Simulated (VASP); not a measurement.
# Ni (Fm-3m) in VASP: notebook, part 2 of 2

VASP 6.6.1.

### 3 Single point, PBE, collinear spin, ferromagnetic start

This run uses another cell than the first one, of 10.89 Å³/atom, 0.995 times its volume.

INCAR

```
SYSTEM = Ni
PREC = Accurate
ENCUT = 520
EDIFF = 1E-6
ISMEAR = 0
SIGMA = 0.1
LREAL = .False.
LASPH = .True.
NELM = 150
ALGO = Normal
ISIF = 2
LWAVE = .False.
LCHARG = .False.
ISPIN = 2
MAGMOM = 0.81
LORBIT = 11
LMAXMIX = 4
GGA = PE
NBANDS = 15
```

KPOINTS

```
regular mesh
0
Gamma
  20 20 20
  0 0 0
```

POSCAR

```
Ni
1.0
    0.0000000000      1.7592379011      1.7592379011
    1.7592379011      0.0000000000      1.7592379011
    1.7592379011      1.7592379011      0.0000000000
Ni
1
Direct
    0.0000000000      0.0000000000      0.0000000000
```

Potentials or basis: VASP PAW PBE potentials, release 64 (Ni).

Run with:

```
cat potpaw_PBE.64/Ni/POTCAR > POTCAR
mpirun -np 1 vasp_std > vasp.out
```

OUTCAR:

```text
SYSTEM = Ni
   PREC = Accurate
   ENCUT = 520
   EDIFF = 1E-6
   ISMEAR = 0
   LREAL = .False.
   LASPH = .True.
   NELM = 150
   ISIF = 2
   ISPIN = 2
   LORBIT = 11
   GGA = PE

 ion  position               nearest neighbor table
   1  0.000  0.000  0.000-

  LATTYP: Found a face centered cubic cell.
 ALAT       =     3.5184758022

  Lattice vectors:

 A1 = (   0.0000000000,   1.7592379011,   1.7592379011)
 A2 = (   1.7592379011,   0.0000000000,   1.7592379011)
 A3 = (   1.7592379011,   1.7592379011,   0.0000000000)

Analysis of symmetry for initial positions (statically):
=====================================================================
 Subroutine PRICEL returns:
 Original cell was already a primitive cell.

 Routine SETGRP: Setting up the symmetry group for a
 face centered cubic supercell.

 Subroutine GETGRP returns: Found 48 space group operations
 (whereof 48 operations were pure point group operations)
 out of a pool of 48 trial point group operations.

The static configuration has the point symmetry O_h .

Analysis of symmetry for dynamics (positions and initial velocities):
=====================================================================
 Subroutine PRICEL returns:
 Original cell was already a primitive cell.

 Routine SETGRP: Setting up the symmetry group for a
 face centered cubic supercell.

 Subroutine GETGRP returns: Found 48 space group operations
 (whereof 48 operations were pure point group operations)
 out of a pool of 48 trial point group operations.

The dynamic configuration has the point symmetry O_h .

Analysis of structural, dynamic, and magnetic symmetry:
=====================================================================
 Subroutine PRICEL returns:
 Original cell was already a primitive cell.

 Routine SETGRP: Setting up the symmetry group for a
 face centered cubic supercell.

 Subroutine GETGRP returns: Found 48 space group operations
 (whereof 48 operations were pure point group operations)
 out of a pool of 48 trial point group operations.

The overall configuration has the point symmetry O_h .

 Subroutine INISYM returns: Found 48 space group operations
[... 162 lines left out ...]
      9      36.9351      0.00000
     10      36.9351      0.00000
     11      39.8692      0.00000
     12      39.8692      0.00000
     13      39.8692      0.00000
     14      42.8381      0.00000
[... 403 lines left out ...]
      4       7.1920      1.00000
      5       8.4353      1.00000
      6       8.7847      1.00000
      7      18.4980      0.00000
      8      31.0400      0.00000
      9      33.4042      0.00000
     10      35.2631      0.00000
     11      37.2444      0.00000
     12      39.0825      0.00000
     13      43.3022      0.00000
     14      49.9785      0.00000
     15      51.5623      0.00000

 [... further k-points ...]

 spin component 2

 k-point     1 :       0.0000    0.0000    0.0000
  band No.  band energies     occupation
      1       0.3239      1.00000
      2       7.6851      1.00000
      3       7.6851      1.00000
      4       7.6851      1.00000
      5       8.6913      1.00000
      6       8.6913      1.00000
      7      32.9166      0.00000
      8      36.9143      0.00000
      9      36.9143      0.00000
     10      36.9143      0.00000
     11      39.9692      0.00000
     12      39.9692      0.00000
     13      39.9692      0.00000
     14      42.7130      0.00000
[... 403 lines left out ...]
      4       7.7038      1.00000
      5       9.1662      0.99755
      6       9.4791      0.05358
      7      18.7412      0.00000
      8      31.0058      0.00000
      9      33.4019      0.00000
     10      35.3660      0.00000
     11      37.2716      0.00000
     12      39.1006      0.00000
     13      43.3636      0.00000
     14      50.0500      0.00000
     15      51.7792      0.00000

 [... further k-points ...]

------------------------ aborting loop because EDIFF is reached ----------------------------------------

  FORCE on cell =-STRESS in cart. coord.  units (eV):
  Direction    XX          YY          ZZ          XY          YZ          ZX
  --------------------------------------------------------------------------------------
  -------------------------------------------------------------------------------------
  Total       -0.0004524     -0.0004524     -0.0004524     -0.0000000      0.0000000      0.0000000
  in kB       -0.0665556     -0.0665556     -0.0665556     -0.0000000      0.0000000      0.0000000
  external PRESSURE =      -0.0665556 kB  Pullay stress =       0.0000000 kB

 VOLUME and BASIS-vectors are now :
 -----------------------------------------------------------------------------
  energy-cutoff  :      520.00
  volume of cell :       10.89
      direct lattice vectors                 reciprocal lattice vectors
     0.000000000  1.759237901  1.759237901    -0.284213977  0.284213977  0.284213977
     1.759237901  0.000000000  1.759237901     0.284213977 -0.284213977  0.284213977
     1.759237901  1.759237901  0.000000000     0.284213977  0.284213977 -0.284213977

 POSITION                                       TOTAL-FORCE (eV/Angst)
 -----------------------------------------------------------------------------------
      0.00000      0.00000      0.00000        -0.000000      0.000000      0.000000
 -----------------------------------------------------------------------------------
    total drift:                                0.000000      0.000000      0.000000

  FREE ENERGIE OF THE ION-ELECTRON SYSTEM (eV)
  ---------------------------------------------------
  free  energy   TOTEN  =        -5.4751342053 eV

  energy  without entropy=       -5.4663590982  energy(sigma->0) =       -5.47074665

 total charge

# of ion       s       p       d       tot
------------------------------------------
    1        0.497   0.497   8.314   9.308

 magnetization (x)

# of ion       s       p       d       tot
------------------------------------------
    1       -0.007  -0.025   0.672   0.640
```

Run time: 71 s. Hardware: 1 thread of Intel Xeon Platinum 8259CL at 2.50GHz (Skylake/Cascade Lake), shared host; peak memory 0.18 GiB.

Results:

```yaml
Free_energy: -5.4751 eV
Pressure: 0.0 GPa
Net_moment: 0.63 μB per cell
Site_moments: Ni +0.64 μB
Valence_electrons_inside_the_program's_atomic_spheres: Ni 9.31
```

### 4 Single point, PBE, collinear spin, ferromagnetic start

This run uses another cell than the first one, of 10.89 Å³/atom, 0.995 times its volume.

INCAR is that of step 3.

KPOINTS is that of step 3.

POSCAR

```
Ni
1.0
    0.0000000000      1.7592379080      1.7592379080
    1.7592379080      0.0000000000      1.7592379080
    1.7592379080      1.7592379080      0.0000000000
Ni
1
Direct
    0.0000000000      0.0000000000      0.0000000000
```

Run with:

```
cat potpaw_PBE.64/Ni/POTCAR > POTCAR
mpirun -np 1 vasp_std > vasp.out
```

It took 63 s on 1 thread of Intel Xeon Platinum 8488C (Sapphire Rapids), shared host; peak memory 0.18 GiB.

Results (log left out):

```
Free energy                                           : -5.4751 eV
Pressure                                              : 0.0 GPa
Net moment                                            : 0.63 μB per cell
Site moments                                          : Ni +0.64 μB
Valence electrons inside the program's atomic spheres : Ni 9.31
```

Levels at points of the mesh, in eV from the Fermi level:
Spin up:
```tsv
k point	band 1	band 2	band 3	band 4	band 5	band 6	band 7	band 8	band 9	band 10
(0.00, 0.00, 0.00)	-9.00	-2.44	-2.44	-2.44	-1.26	-1.26	23.72	27.57	27.57	27.57
(0.50, 0.00, 0.00)	-4.83	-2.42	-2.42	-0.61	-0.61	-0.29	5.65	22.21	24.66	24.66
(0.50, 0.50, 0.00)	-4.64	-4.19	-0.55	-0.48	-0.48	2.45	9.21	14.82	14.82	19.71
```
Spin down:
```tsv
k point	band 1	band 2	band 3	band 4	band 5	band 6	band 7	band 8	band 9	band 10
(0.00, 0.00, 0.00)	-9.04	-1.68	-1.68	-1.68	-0.67	-0.67	23.55	27.55	27.55	27.55
(0.50, 0.00, 0.00)	-4.40	-1.80	-1.80	-0.35	0.15	0.15	6.08	22.06	24.74	24.74
(0.50, 0.50, 0.00)	-4.30	-3.58	0.06	0.39	0.39	2.40	9.45	14.82	14.82	19.88
```

### 5 Single point, PBE, collinear spin, ferromagnetic start

This run uses another cell than the first one, of 10.90 Å³/atom, 0.997 times its volume.

INCAR

```
  ALGO = Normal
  EDIFF = 1E-7
  ENCUT = 520
  GGA = PE
  ISIF = 2
  ISMEAR = 0
  ISPIN = 2
  LASPH = T
  LCHARG = F
  LMAXMIX = 4
  LORBIT = 11
  LREAL = F
  LWAVE = F
  MAGMOM = 0.75
  NBANDS = 15
  NELM = 150
  PREC = Accurate
  SIGMA = 0.2
```

KPOINTS

```
k-points
0
Gamma
  20 20 20
```

POSCAR

```
Ni
1.0
    0.0000000000      1.7598968061      1.7598968061
    1.7598968061      0.0000000000      1.7598968061
    1.7598968061      1.7598968061      0.0000000000
Ni
1
Direct
    0.0000000000      0.0000000000      0.0000000000
```

Run with:

```
cat potpaw_PBE.64/Ni/POTCAR > POTCAR
mpirun -np 1 vasp_std > vasp.out
```

It took 72 s on 1 thread of Intel Xeon Platinum 8488C (Sapphire Rapids), shared host; peak memory 0.17 GiB.

The run converged. Its results:

| Item | Value |
| --- | --- |
| Free energy | -5.4880 eV |
| Pressure | -0.1 GPa |
| Net moment | 0.62 μB per cell |
| Site moments | Ni +0.64 μB |
| Valence electrons inside the program's atomic spheres | Ni 9.31 |

Levels at points of the mesh, in eV from the Fermi level:
Spin up:
```
           k point  band 1  band 2  band 3  band 4  band 5  band 6  band 7  band 8  band 9  band 10
(0.00, 0.00, 0.00)   -8.99   -2.41   -2.41   -2.41   -1.25   -1.25   23.72   27.56   27.56    27.56
(0.50, 0.00, 0.00)   -4.81   -2.40   -2.40   -0.59   -0.59   -0.28    5.66   22.21   24.65    24.65
(0.50, 0.50, 0.00)   -4.63   -4.17   -0.54   -0.46   -0.46    2.46    9.21   14.82   14.82    19.71
```
Spin down:
| k point | band 3 | band 4 | band 5 | band 6 | band 7 | band 8 |
| --- | --- | --- | --- | --- | --- | --- |
| (0.00, 0.00, 0.00) | -1.67 | -1.67 | -0.66 | -0.66 | 23.56 | 27.54 |
| (0.50, 0.00, 0.00) | -1.78 | -0.34 | 0.16 | 0.16 | 6.08 | 22.06 |
| (0.50, 0.50, 0.00) | 0.08 | 0.39 | 0.39 | 2.42 | 9.46 | 14.83 |

### 6 Overview

```tsv
cell	k mesh	smearing	gap on the mesh (eV)	pressure (GPa)	moment (μB)
a = 2.492 Å, angles 60.0°, 1 atom	8 × 8 × 8	gaussian 0.1 eV	none	-0.7	0.70
a = 2.488 Å, angles 60.0°, 1 atom	20 × 20 × 20	gaussian 0.1 eV	none	0.0	0.63
a = 2.489 Å, angles 60.0°, 1 atom	20 × 20 × 20	gaussian 0.2 eV	none	-0.1	0.62
```

Alike in all rows: task single point; level PBE; potentials or basis VASP PAW PBE potentials, release 64 (Ni); spin collinear, ferromagnetic start; cutoff (eV) 520.

Caveats: some runs use coarse meshes.

Total energies depend on the potentials used, so only differences within one code and one set of settings carry meaning.
